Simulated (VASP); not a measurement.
A run of VASP 6.6.1 is set up as follows.

The input INCAR:

```
PREC     = Accurate       # precision mode
ENCUT    = 520            # plane-wave cutoff, eV
EDIFF    = 1E-6           # SCF threshold, eV
ISMEAR   = 0              # smearing method
SIGMA    = 0.1            # smearing width, eV
LREAL    = F              # projectors in reciprocal space
LASPH    = T              # aspherical terms in the spheres
NELM     = 80             # most SCF steps
ALGO     = Fast           # electronic algorithm
ISIF     = 2              # what is computed and relaxed
LWAVE    = F              # write WAVECAR
LCHARG   = F              # write CHGCAR
GGA      = PE             # functional
NBANDS   = 13             # bands
```

File KPOINTS:

```
regular mesh
0
Gamma
  14 14 14
```

Contents of POSCAR:

```
Pb
1.0
    0.0000000000      2.5704417872      2.5704417872
    2.5704417872      0.0000000000      2.5704417872
    2.5704417872      2.5704417872      0.0000000000
Pb
1
Direct
    0.0000000000      0.0000000000      0.0000000000
```

Potentials or basis: VASP PAW PBE potentials, release 64 (Pb_d).

Launch:

```console
$ cat potpaw_PBE.64/Pb_d/POTCAR > POTCAR
$ mpirun -np 1 vasp_std > vasp.out
```

(1) What does it give for the pressure?

(2) What does it give for the band gap on the k mesh?

## Answers

(1) -2.1 GPa.

(2) zero (band 7 reaches 12.63 eV, above the bottom of band 8 at 4.75 eV).

Caveat: spin-orbit coupling is left out, which moves the levels of the heavy elements.
